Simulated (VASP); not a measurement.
# I (Fd-3m) in VASP: a series of runs

The runs below take I through single point, with LDA.

Program: VASP 6.6.1. These are calculated values, not measurements. Logs are shortened: lines on timing, memory, paths and dates and some standing lists are left out, and cuts for length are marked.

### 1 The cell of the first run

It takes space group Fd-3m (No. 227, cubic). Conventional cell: a = 5.562 Å, b = 5.562 Å, c = 5.562 Å, α = 90.00°, β = 90.00°, γ = 90.00°. I (site symmetry -43m) has 4 I at 2.41 Å within 3.2 Å.

### 2 Single point, LDA (21.51 Å³/atom)

Input file INCAR:

```
SYSTEM = I
  PREC = Accurate
  ENCUT = 520
  EDIFF = 1E-6
  ISMEAR = -1
  SIGMA = 0.08
  LREAL = .FALSE.
  LASPH = .TRUE.
  NELM = 100
  ALGO = Normal
  ISIF = 2
  LWAVE = .FALSE.
  LCHARG = .FALSE.
  GGA = CA
  NBANDS = 14
```

Input file KPOINTS:

```
regular mesh
0
G
  11 11 11
  0 0 0
```

Input file POSCAR:

```
I
1.0
    0.0000000000      2.7810902155      2.7810902155
    2.7810902155      0.0000000000      2.7810902155
    2.7810902155      2.7810902155      0.0000000000
I
2
Direct
   -0.1250000000     -0.1250000000     -0.1250000000
    0.1250000000      0.1250000000      0.1250000000
```

Potentials or basis: VASP PAW LDA potentials, release 64 (I).

Launch:

```sh
cat potpaw_LDA.64/I/POTCAR > POTCAR
mpirun -np 1 vasp_std > vasp.out
```

OUTCAR:

```text
SYSTEM = I
   PREC = Accurate
   ENCUT = 520
   EDIFF = 1E-6
   ISMEAR = -1
   LREAL = .FALSE.
   LASPH = .TRUE.
   NELM = 100
   ISIF = 2
   GGA = CA

 ion  position               nearest neighbor table
   1  0.875  0.875  0.875-   2 2.41   2 2.41   2 2.41   2 2.41
   2  0.125  0.125  0.125-   1 2.41   1 2.41   1 2.41   1 2.41

  LATTYP: Found a face centered cubic cell.
 ALAT       =     5.5621804310

  Lattice vectors:

 A1 = (   0.0000000000,   2.7810902155,   2.7810902155)
 A2 = (   2.7810902155,   0.0000000000,   2.7810902155)
 A3 = (   2.7810902155,   2.7810902155,   0.0000000000)

Analysis of symmetry for initial positions (statically):
=====================================================================
 Subroutine PRICEL returns:
 Original cell was already a primitive cell.

 Routine SETGRP: Setting up the symmetry group for a
 face centered cubic supercell.

 Subroutine GETGRP returns: Found 48 space group operations
 (whereof 12 operations were pure point group operations)
 out of a pool of 48 trial point group operations.

The static configuration has the point symmetry D_3d.
 The point group associated with its full space group is O_h .

Analysis of symmetry for dynamics (positions and initial velocities):
=====================================================================
 Subroutine PRICEL returns:
 Original cell was already a primitive cell.

 Routine SETGRP: Setting up the symmetry group for a
 face centered cubic supercell.

 Subroutine GETGRP returns: Found 48 space group operations
 (whereof 12 operations were pure point group operations)
 out of a pool of 48 trial point group operations.

The dynamic configuration has the point symmetry D_3d.
 The point group associated with its full space group is O_h .

 Subroutine INISYM returns: Found 48 space group operations
 (whereof 12 operations are pure point group operations),
 and found     1 'primitive' translations

----------------------------------------------------------------------------------------

                                     Primitive cell

  volume of cell :      43.0205

  direct lattice vectors                    reciprocal lattice vectors
     0.000000000  2.781090215  2.781090215    -0.179785610  0.179785610  0.179785610
     2.781090215  0.000000000  2.781090215     0.179785610 -0.179785610  0.179785610
     2.781090215  2.781090215  0.000000000     0.179785610  0.179785610 -0.179785610

  length of vectors
     3.933055501  3.933055501  3.933055501     0.311397810  0.311397810  0.311397810

  position of ions in fractional coordinates (direct lattice)
     0.875000000  0.875000000  0.875000000
     0.125000000  0.125000000  0.125000000

  ion indices of the primitive-cell ions
   primitive index   ion index
                 1           1
                 2           2

----------------------------------------------------------------------------------------

 KPOINTS: regular mesh

Automatic generation of k-mesh.
 Grid dimensions read from file:
 generate k-points for:   11   11   11

 Generating k-lattice:

  Cartesian coordinates                     Fractional coordinates (reciprocal lattice)
    -0.016344146  0.016344146  0.016344146     0.090909091  0.000000000  0.000000000
     0.016344146 -0.016344146  0.016344146     0.000000000  0.090909091  0.000000000
     0.016344146  0.016344146 -0.016344146     0.000000000  0.000000000  0.090909091

  Length of vectors
     0.028308892  0.028308892  0.028308892

  Shift w.r.t. Gamma in fractional coordinates (k-lattice)
     0.000000000  0.000000000  0.000000000

 Subroutine IBZKPT returns following result:
 ===========================================

 Found     56 irreducible k-points:

 Following reciprocal coordinates:
            Coordinates               Weight
  0.000000  0.000000  0.000000      1.000000
  0.090909  0.000000  0.000000      8.000000
  0.181818  0.000000  0.000000      8.000000
  0.272727  0.000000  0.000000      8.000000
  0.363636  0.000000  0.000000      8.000000
  0.454545  0.000000  0.000000      8.000000
[... 16 lines left out ...]
 -0.272727  0.181818  0.000000     24.000000
 -0.181818  0.181818  0.000000     12.000000
 [... further k-points ...]
   k-points           NKPTS =     56   k-points in BZ     NKDIM =     56   number of bands    NBANDS=     14
   number of dos      NEDOS =    301   number of ions     NIONS =      2
   total plane-waves  NPLWV =  27000
   dimension x,y,z NGX =    30 NGY =   30 NGZ =   30
   dimension x,y,z NGXF=    60 NGYF=   60 NGZF=   60
   ions per type =               2
   NGX,Y,Z   is equivalent  to a cutoff of  12.68, 12.68, 12.68 a.u.
   NGXF,Y,Z  is equivalent  to a cutoff of  25.36, 25.36, 25.36 a.u.
 SYSTEM =  I
   PREC   = accura    normal or accurate (medium, high low for compatibility)
   ISTART =      0    job   : 0-new  1-cont  2-samecut
   ICHARG =      2    charge: 1-file 2-atom 10-const
   ISPIN  =      1    spin polarized calculation?
   LNONCOLLINEAR =      F non collinear calculations
   LSORBIT =      F    spin-orbit coupling
   LASPH  =      T    aspherical Exc in radial PAW
   ENCUT  =  520.0 eV  38.22 Ry    6.18 a.u.   7.31  7.31  7.31*2*pi/ulx,y,z
   NELM   =    100;   NELMIN=  2; NELMDL= -5     # of ELM steps
   EDIFF  = 0.1E-05   stopping-criterion for ELM
   LREAL  =      F    real-space projection
   EDIFFG = 0.1E-04   stopping-criterion for IOM
   NSW    =      0    number of steps for IOM
   IBRION =     -1    ionic relax: 0-MD 1-quasi-New 2-CG
   NFREE  =      0    steps in history (QN), initial steepest desc. (CG)
   ISIF   =      2    stress and relaxation
   ISYM   =      2    0-nonsym 1-usesym 2-fastsym
   POTIM  = 0.5000    time-step for ionic-motion
   TEBEG  =    0.0;   TEEND  =   0.0 temperature during run
   PSTRESS=    0.0 pullay stress
   NELECT =      14.0000    total number of electrons
   NUPDOWN=      -1.0000    fix difference up-down
   EMIN   =  10.00;   EMAX   =-10.00  energy-range for DOS
   EFERMI =   0.00;   METHOD = LEGACY
   ISMEAR =    -1;   SIGMA  =   0.08  broadening in eV -4-tet -1-fermi 0-gaus
   EFERMI_NEDOS =   21; number of points for ismear=-14 and -15
   IALGO  =     38    algorithm
   IMIX   =      4    mixing-type and parameters
     AMIX     =   0.40;   BMIX     =  1.00
     AMIX_MAG =   1.60;   BMIX_MAG =  1.00
  volume/ion in A,a.u.               =      21.51       145.16
  Fermi-wavevector in a.u.,A,eV,Ry     =   1.126054  2.127933 17.252146  1.267997
  Thomas-Fermi vector in A             =   2.262734
   LORBIT       =      0    0 simple, 1 ext, 2 COOP (PROOUT), +10 PAW based schemes
   GGA     = CA    functional components
   LHFCALC =     F    Hartree Fock is set to
   AEXX    =    0.0000 exact exchange contribution
   IVDW    =     0    specifies the selected vdW correction
   LEPSILON=     F    determine dielectric tensor
   LRPA    =     F    only Hartree local field effects (RPA)
 non-spin polarized calculation
  energy-cutoff  :      520.00
  volume of cell :       43.02
 maximum number of plane-waves:      1191
 NGX is ok and might be reduce to    30
   NGX = 15   NGY = 15   NGZ = 15

 number of electron      14.0000002 magnetization

 Free energy of the ion-electron system (eV)
  ---------------------------------------------------
  ext. energy  EPLUGINS =         0.00000000
  ---------------------------------------------------
  free energy    TOTEN  =         7.04338579 eV

  energy without entropy =        7.06886180  energy(sigma->0) =        7.05612380

 E-fermi :  13.3049     XC(G=0): -11.2433

 val. band max:       13.2880256767   @ k =  -0.3636   0.2727   0.0909
 cond. band min:      13.3229831155   @ k =  -0.2727   0.1818   0.0000
 fundamental gap:      0.0349574387
 Fermi energy:        13.3048965908

 k-point     1 :       0.0000    0.0000    0.0000
  band No.  band energies     occupation
      1      -8.1458      2.00000
      2       4.8954      2.00000
      3       5.9590      2.00000
      4       5.9590      2.00000
      5       5.9590      2.00000
      6       9.7767      2.00000
      7       9.7767      2.00000
      8       9.7767      2.00000
      9      15.4665      0.00000
     10      17.8988      0.00000
     11      17.8988      0.00000
     12      19.6889      0.00000
     13      19.6889      0.00000
     14      19.6889      0.00000

 k-point     2 :       0.0909    0.0000    0.0000
  band No.  band energies     occupation
      1      -8.0437      2.00000
      2       3.5998      2.00000
      3       5.8048      2.00000
      4       5.8048      2.00000
      5       6.8171      2.00000
      6      10.0004      2.00000
      7      10.0004      2.00000
      8      10.1160      2.00000
      9      15.8785      0.00000
     10      17.4658      0.00000
     11      17.4658      0.00000
     12      19.3966      0.00000
     13      20.4562      0.00000
     14      20.4562      0.00000

 k-point     3 :       0.1818    0.0000    0.0000
  band No.  band energies     occupation
      1      -7.7441      2.00000
      2       1.8485      2.00000
      3       5.4575      2.00000
      4       5.4575      2.00000
      5       7.2140      2.00000
      6      10.5109      2.00000
      7      10.5109      2.00000
      8      11.3003      2.00000
      9      16.7543      0.00000
     10      17.0029      0.00000
     11      17.0029      0.00000
     12      19.1186      0.00000
     13      21.9606      0.00000
     14      21.9606      0.00000
[... 324 lines left out ...]
 k-point    23 :      -0.2727    0.1818    0.0000
  band No.  band energies     occupation
      1      -6.5524      2.00000
      2      -1.1781      2.00000
      3       3.1726      2.00000
      4       4.7944      2.00000
      5       8.6069      2.00000
      6      11.6452      2.00000
      7      11.8119      2.00000
      8      13.3230      0.88744
      9      16.3446      0.00000
     10      18.0194      0.00000
     11      19.4659      0.00000
     12      20.5087      0.00000
     13      22.0044      0.00000
     14      24.2007      0.00000

 k-point    24 :      -0.1818    0.1818    0.0000
  band No.  band energies     occupation
      1      -7.1022      2.00000
      2      -0.0142      2.00000
      3       3.6931      2.00000
      4       5.1841      2.00000
      5       8.4329      2.00000
      6      11.0089      2.00000
      7      11.2765      2.00000
      8      12.6683      1.99930
      9      16.1113      0.00000
     10      18.0378      0.00000
     11      18.1701      0.00000
     12      20.6269      0.00000
     13      22.0390      0.00000
     14      22.9652      0.00000

 [... further k-points ...]
[... 5 lines left out ...]
  --------------------------------------------------------------------------------------
  -------------------------------------------------------------------------------------
  Total       29.8854379     29.8854379     29.8854379      0.0000000      0.0000000      0.0000000
  in kB     1112.9995247   1112.9995247   1112.9995247      0.0000000      0.0000000      0.0000000
  external PRESSURE =    1112.9995247 kB  Pullay stress =       0.0000000 kB

 VOLUME and BASIS-vectors are now :
 -----------------------------------------------------------------------------
  energy-cutoff  :      520.00
  volume of cell :       43.02
      direct lattice vectors                 reciprocal lattice vectors
     0.000000000  2.781090215  2.781090215    -0.179785610  0.179785610  0.179785610
     2.781090215  0.000000000  2.781090215     0.179785610 -0.179785610  0.179785610
     2.781090215  2.781090215  0.000000000     0.179785610  0.179785610 -0.179785610

 POSITION                                       TOTAL-FORCE (eV/Angst)
 -----------------------------------------------------------------------------------
      4.86691      4.86691      4.86691        -0.000000     -0.000000     -0.000000
      0.69527      0.69527      0.69527         0.000000      0.000000      0.000000
 -----------------------------------------------------------------------------------
    total drift:                               -0.000000      0.000000      0.000000

  FREE ENERGIE OF THE ION-ELECTRON SYSTEM (eV)
  ---------------------------------------------------
  free  energy   TOTEN  =         7.0433857942 eV

  energy  without entropy=        7.0688618011  energy(sigma->0) =        7.05612380
```

It took 20 s on 1 thread of Intel Xeon Platinum 8124M at 3.00GHz (Skylake/Cascade Lake), shared host; peak memory 0.16 GiB.

Results:

* Free energy: 7.0434 eV
* Pressure: 111.3 GPa
* Band gap on the k mesh: zero (bands 7 and 8 overlap by 6.51 eV)

Caveat: the cell stands under pressure; spin-orbit coupling is left out, which moves the levels of the heavy elements.

### 3 Single point, LDA (21.51 Å³/atom)

Input file INCAR:

```
PREC = Accurate
ENCUT = 520
EDIFF = 1E-6
ISMEAR = -1
SIGMA = 0.08
LREAL = F
LASPH = T
NELM = 60
ALGO = Normal
ISIF = 2
LWAVE = F
LCHARG = F
GGA = CA
NBANDS = 14
```

Input file KPOINTS:

```
Automatic mesh
0
Gamma
  11 11 11
```

POSCAR is that of step 2.

Potentials or basis: VASP PAW LDA potentials, release 64 (I).

Launch:

```sh
cat potpaw_LDA.64/I/POTCAR > POTCAR
mpirun -np 1 vasp_std > vasp.out
```

Wall time 20 s (1 thread of Intel Xeon Platinum 8124M at 3.00GHz (Skylake/Cascade Lake), shared host); peak memory 0.16 GiB.

Results (log left out):

| Property | Result |
| --- | --- |
| Free energy | 7.0434 eV |
| Pressure | 111.3 GPa |
| Band gap on the k mesh | zero (bands 7 and 8 overlap by 6.51 eV) |

Levels at points of the mesh, in eV from the Fermi level:
```tsv
k point	band 3	band 4	band 5	band 6	band 7	band 8	band 9	band 10	band 11	band 12
(0.00, 0.00, 0.00)	-7.35	-7.35	-7.35	-3.53	-3.53	-3.53	2.16	4.59	4.59	6.38
```

Caveat: the cell stands under pressure; spin-orbit coupling is left out, which moves the levels of the heavy elements.

(Part 1 of 2 ends here.)
